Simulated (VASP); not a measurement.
# W (P4/nmm) in VASP: single point with PBEsol

Aim: the single point of W with PBEsol.

Program: VASP 6.6.1. These are calculated values, not measurements. Logs are shortened: lines on timing, memory, paths and dates and some standing lists are left out, and cuts for length are marked.

## (1) The cell of the first run

It takes space group P4/nmm (No. 129, tetragonal). The conventional cell has a = 2.827 Å, b = 2.827 Å, c = 3.998 Å, α = 90.00°, β = 90.00°, γ = 90.00°. W (site symmetry 4mm) has 12 W at 2.67 to 2.99 Å within 3.5 Å.

## (2) Single point, PBEsol (atoms displaced along a vibrational mode)

INCAR

```
SYSTEM = W
PREC = Accurate
ENCUT = 520
EDIFF = 1E-6
ISMEAR = 0
SIGMA = 0.15
LREAL = .False.
LASPH = .True.
NELM = 100
ALGO = Fast
ISIF = 2
LWAVE = .False.
LCHARG = .False.
GGA = PS
NBANDS = 21
```

KPOINTS

```
Automatic mesh
0
Gamma
  22 22 16
  0 0 0
```

POSCAR

```
W
1.0
    0.0000000000     -1.9989957669     -1.9989957669
    0.0000000000      1.9989957669     -1.9989957669
    3.9979915338      0.0000000000      0.0000000000
W
2
Direct
    0.5000000000      0.5000000000      0.5281391291
    0.0000000000      0.0000000000     -0.0281391291
```

Potentials or basis: VASP PAW PBE potentials, release 64 (W_sv).

Launch:

```
> cat potpaw_PBE.64/W_sv/POTCAR > POTCAR
> mpirun -np 1 vasp_std > vasp.out
```

OUTCAR:

```text
SYSTEM = W
   PREC = Accurate
   ENCUT = 520
   EDIFF = 1E-6
   ISMEAR = 0
   LREAL = .False.
   LASPH = .True.
   NELM = 100
   ISIF = 2
   GGA = PS

 ion  position               nearest neighbor table
   1  0.500  0.500  0.528-   2 2.67   2 2.67   2 2.67   2 2.67   2 2.99   2 2.99   2 2.99   2 2.99

   2  0.000  0.000  0.972-   1 2.67   1 2.67   1 2.67   1 2.67   1 2.99   1 2.99   1 2.99   1 2.99

  LATTYP: Found a simple tetragonal cell.
 ALAT       =     2.8270069247
 C/A-ratio  =     1.4142135624

  Lattice vectors:

 A1 = (   0.0000000000,  -1.9989957669,  -1.9989957669)
 A2 = (   0.0000000000,   1.9989957669,  -1.9989957669)
 A3 = (   3.9979915338,   0.0000000000,   0.0000000000)

Analysis of symmetry for initial positions (statically):
=====================================================================
 Subroutine PRICEL returns:
 Original cell was already a primitive cell.

 Routine SETGRP: Setting up the symmetry group for a
 simple tetragonal supercell.

 Subroutine GETGRP returns: Found 16 space group operations
 (whereof  8 operations were pure point group operations)
 out of a pool of 16 trial point group operations.

The static configuration has the point symmetry C_4v.
 The point group associated with its full space group is D_4h.

Analysis of symmetry for dynamics (positions and initial velocities):
=====================================================================
 Subroutine PRICEL returns:
 Original cell was already a primitive cell.

 Routine SETGRP: Setting up the symmetry group for a
 simple tetragonal supercell.

 Subroutine GETGRP returns: Found 16 space group operations
 (whereof  8 operations were pure point group operations)
 out of a pool of 16 trial point group operations.

The dynamic configuration has the point symmetry C_4v.
 The point group associated with its full space group is D_4h.

 Subroutine INISYM returns: Found 16 space group operations
 (whereof  8 operations are pure point group operations),
 and found     1 'primitive' translations

----------------------------------------------------------------------------------------

                                     Primitive cell

  volume of cell :      31.9518

  direct lattice vectors                    reciprocal lattice vectors
     0.000000000 -1.998995767 -1.998995767     0.000000000 -0.250125592 -0.250125592
     0.000000000  1.998995767 -1.998995767     0.000000000  0.250125592 -0.250125592
     3.997991534  0.000000000  0.000000000     0.250125592  0.000000000  0.000000000

  length of vectors
     2.827006925  2.827006925  3.997991534     0.353731005  0.353731005  0.250125592

  position of ions in fractional coordinates (direct lattice)
     0.500000000  0.500000000  0.528139129
     0.000000000  0.000000000  0.971860871

  ion indices of the primitive-cell ions
   primitive index   ion index
                 1           1
                 2           2

----------------------------------------------------------------------------------------

 KPOINTS: Automatic mesh

Automatic generation of k-mesh.
 Grid dimensions read from file:
 generate k-points for:   22   22   16

 Generating k-lattice:

  Cartesian coordinates                     Fractional coordinates (reciprocal lattice)
     0.000000000 -0.011369345 -0.011369345     0.045454545  0.000000000  0.000000000
     0.000000000  0.011369345 -0.011369345     0.000000000  0.045454545  0.000000000
     0.015632850  0.000000000  0.000000000     0.000000000  0.000000000  0.062500000

  Length of vectors
     0.016078682  0.016078682  0.015632850

  Shift w.r.t. Gamma in fractional coordinates (k-lattice)
     0.000000000  0.000000000  0.000000000

 Subroutine IBZKPT returns following result:
 ===========================================

 Found    702 irreducible k-points:

 Following reciprocal coordinates:
            Coordinates               Weight
  0.000000  0.000000  0.000000      1.000000
  0.045455  0.000000  0.000000      4.000000
  0.090909  0.000000  0.000000      4.000000
  0.136364  0.000000  0.000000      4.000000
  0.181818  0.000000  0.000000      4.000000
  0.227273  0.000000  0.000000      4.000000
[... 16 lines left out ...]
  0.500000  0.045455  0.000000      4.000000
  0.090909  0.090909  0.000000      4.000000
 [... further k-points ...]
   k-points           NKPTS =    702   k-points in BZ     NKDIM =    702   number of bands    NBANDS=     21
   number of dos      NEDOS =    301   number of ions     NIONS =      2
   total plane-waves  NPLWV =  17280
   dimension x,y,z NGX =    24 NGY =   24 NGZ =   30
   dimension x,y,z NGXF=    48 NGYF=   48 NGZF=   60
   ions per type =               2
   NGX,Y,Z   is equivalent  to a cutoff of  14.11, 14.11, 12.47 a.u.
   NGXF,Y,Z  is equivalent  to a cutoff of  28.23, 28.23, 24.95 a.u.
 SYSTEM =  W
   PREC   = accura    normal or accurate (medium, high low for compatibility)
   ISTART =      0    job   : 0-new  1-cont  2-samecut
   ICHARG =      2    charge: 1-file 2-atom 10-const
   ISPIN  =      1    spin polarized calculation?
   LNONCOLLINEAR =      F non collinear calculations
   LSORBIT =      F    spin-orbit coupling
   LASPH  =      T    aspherical Exc in radial PAW
   ENCUT  =  520.0 eV  38.22 Ry    6.18 a.u.   5.26  5.26  7.43*2*pi/ulx,y,z
   NELM   =    100;   NELMIN=  2; NELMDL= -5     # of ELM steps
   EDIFF  = 0.1E-05   stopping-criterion for ELM
   LREAL  =      F    real-space projection
   EDIFFG = 0.1E-04   stopping-criterion for IOM
   NSW    =      0    number of steps for IOM
   IBRION =     -1    ionic relax: 0-MD 1-quasi-New 2-CG
   NFREE  =      0    steps in history (QN), initial steepest desc. (CG)
   ISIF   =      2    stress and relaxation
   ISYM   =      2    0-nonsym 1-usesym 2-fastsym
   POTIM  = 0.5000    time-step for ionic-motion
   TEBEG  =    0.0;   TEEND  =   0.0 temperature during run
   PSTRESS=    0.0 pullay stress
   NELECT =      28.0000    total number of electrons
   NUPDOWN=      -1.0000    fix difference up-down
   EMIN   =  10.00;   EMAX   =-10.00  energy-range for DOS
   EFERMI =   0.00;   METHOD = LEGACY
   ISMEAR =     0;   SIGMA  =   0.15  broadening in eV -4-tet -1-fermi 0-gaus
   EFERMI_NEDOS =   21; number of points for ismear=-14 and -15
   IALGO  =     68    algorithm
   IMIX   =      4    mixing-type and parameters
     AMIX     =   0.40;   BMIX     =  1.00
     AMIX_MAG =   1.60;   BMIX_MAG =  1.00
  volume/ion in A,a.u.               =      15.98       107.81
  Fermi-wavevector in a.u.,A,eV,Ry     =   1.566615  2.960473 33.392545  2.454283
  Thomas-Fermi vector in A             =   2.668917
   LORBIT       =      0    0 simple, 1 ext, 2 COOP (PROOUT), +10 PAW based schemes
   GGA     = PS    functional components
   LHFCALC =     F    Hartree Fock is set to
   AEXX    =    0.0000 exact exchange contribution
   IVDW    =     0    specifies the selected vdW correction
   LEPSILON=     F    determine dielectric tensor
   LRPA    =     F    only Hartree local field effects (RPA)
 non-spin polarized calculation
 RMM-DIIS sequential band-by-band and
 Gauss-broadening in eV      SIGMA  =   0.15
  energy-cutoff  :      520.00
  volume of cell :       31.95
 maximum number of plane-waves:       888
 NGX is ok and might be reduce to    24
   NGX = 11   NGY = 11   NGZ = 15

 number of electron      28.0000005 magnetization

 Free energy of the ion-electron system (eV)
  ---------------------------------------------------
  ext. energy  EPLUGINS =         0.00000000
  ---------------------------------------------------
  free energy    TOTEN  =       -26.26666635 eV

  energy without entropy =      -26.24251428  energy(sigma->0) =      -26.25459031

 E-fermi :  10.7611     XC(G=0): -13.6775

 val. band max:       10.7581162027   @ k =   0.2273   0.1364   0.0625
 cond. band min:      10.7614087313   @ k =   0.5000   0.1364   0.4375
 fundamental gap:      0.0032925286
 Fermi energy:        10.7610509768

 k-point     1 :       0.0000    0.0000    0.0000
  band No.  band energies     occupation
      1     -62.8790      2.00000
      2     -62.6775      2.00000
      3     -27.6749      2.00000
      4     -26.9771      2.00000
      5     -26.9771      2.00000
      6     -26.4500      2.00000
[... 13 lines left out ...]
     20      16.5887      0.00000
     21      22.7418      0.00000

 k-point     2 :       0.0455    0.0000    0.0000
  band No.  band energies     occupation
      1     -62.8772      2.00000
      2     -62.6777      2.00000
      3     -27.6690      2.00000
      4     -26.9918      2.00000
      5     -26.9731      2.00000
      6     -26.4516      2.00000
[... 13 lines left out ...]
     20      17.0057      0.00000
     21      22.2032      0.00000

 k-point     3 :       0.0909    0.0000    0.0000
  band No.  band energies     occupation
      1     -62.8718      2.00000
      2     -62.6783      2.00000
      3     -27.6519      2.00000
      4     -27.0338      2.00000
      5     -26.9613      2.00000
      6     -26.4807      2.00000
[... 13 lines left out ...]
     20      17.8190      0.00000
     21      21.3228      0.00000

 k-point     4 :       0.1364    0.0000    0.0000
  band No.  band energies     occupation
      1     -62.8630      2.00000
      2     -62.6795      2.00000
      3     -27.6247      2.00000
      4     -27.0976      2.00000
      5     -26.9422      2.00000
      6     -26.5544      2.00000
[... 13 lines left out ...]
     20      18.7469      0.00000
     21      20.4026      0.00000

 k-point     5 :       0.1818    0.0000    0.0000
  band No.  band energies     occupation
      1     -62.8514      2.00000
      2     -62.6815      2.00000
      3     -27.5898      2.00000
      4     -27.1757      2.00000
      5     -26.9164      2.00000
      6     -26.6464      2.00000
[... 13 lines left out ...]
     20      19.5259      0.00000
     21      19.7156      0.00000
[... 382 lines left out ...]
     20      17.8117      0.00000
     21      23.0432      0.00000

 k-point    22 :       0.4545    0.0455    0.0000
  band No.  band energies     occupation
      1     -62.7520      2.00000
      2     -62.7234      2.00000
      3     -27.5394      2.00000
      4     -27.5220      2.00000
      5     -26.9106      2.00000
      6     -26.7995      2.00000
[... 13 lines left out ...]
     20      17.8040      0.00000
     21      22.7933      0.00000

 k-point    23 :       0.5000    0.0455    0.0000
  band No.  band energies     occupation
      1     -62.7369      2.00000
      2     -62.7369      2.00000
      3     -27.5390      2.00000
      4     -27.5390      2.00000
      5     -26.8573      2.00000
      6     -26.8573      2.00000
[... 13 lines left out ...]
     20      17.5253      0.00000
     21      22.9220      0.00000

 k-point    24 :       0.0909    0.0909    0.0000
  band No.  band energies     occupation
      1     -62.8647      2.00000
      2     -62.6790      2.00000
      3     -27.6296      2.00000
      4     -27.0401      2.00000
      5     -26.9972      2.00000
      6     -26.5207      2.00000
[... 13 lines left out ...]
     20      18.4434      0.00000
     21      21.6603      0.00000

 [... further k-points ...]
[... 5 lines left out ...]
  --------------------------------------------------------------------------------------
  -------------------------------------------------------------------------------------
  Total       -1.1648998      2.8175611      2.8175611      0.0000000      0.0000000      0.0000000
  in kB      -58.4121990    141.2824790    141.2824790      0.0000000      0.0000000      0.0000000
  external PRESSURE =      74.7175863 kB  Pullay stress =       0.0000000 kB

 VOLUME and BASIS-vectors are now :
 -----------------------------------------------------------------------------
  energy-cutoff  :      520.00
  volume of cell :       31.95
      direct lattice vectors                 reciprocal lattice vectors
     0.000000000 -1.998995767 -1.998995767     0.000000000 -0.250125592 -0.250125592
     0.000000000  1.998995767 -1.998995767     0.000000000  0.250125592 -0.250125592
     3.997991534  0.000000000  0.000000000     0.250125592  0.000000000  0.000000000

 POSITION                                       TOTAL-FORCE (eV/Angst)
 -----------------------------------------------------------------------------------
      2.11150      0.00000     -1.99900        -2.899151      0.000000      0.000000
      3.88549      0.00000      0.00000         2.899151     -0.000000     -0.000000
 -----------------------------------------------------------------------------------
    total drift:                               -0.000000     -0.000000      0.000000

  FREE ENERGIE OF THE ION-ELECTRON SYSTEM (eV)
  ---------------------------------------------------
  free  energy   TOTEN  =       -26.2666663510 eV

  energy  without entropy=      -26.2425142757  energy(sigma->0) =      -26.25459031
```

It took 3.6 min on 1 thread of AMD EPYC 9R45 (Zen 5), shared host; peak memory 0.42 GiB.

What came out:

```
Free energy            : -26.2667 eV
Pressure               : 7.5 GPa
Largest force          : 2.899 eV/Å
Band gap on the k mesh : zero (bands 14 and 15 overlap by 3.86 eV)
```

Forces in eV/Å, atoms in the order of the input:
```
W   -2.899  0.000  0.000
W    2.899  0.000  0.000
```

Caveat: the cell differs from its parent crystal (atoms displaced along a vibrational mode); the stress differs along the axes, from -6 to 14 GPa; the PAW data sets were made with another functional, which shifts forces and pressure a little; spin-orbit coupling is left out, which moves the levels of the heavy elements.
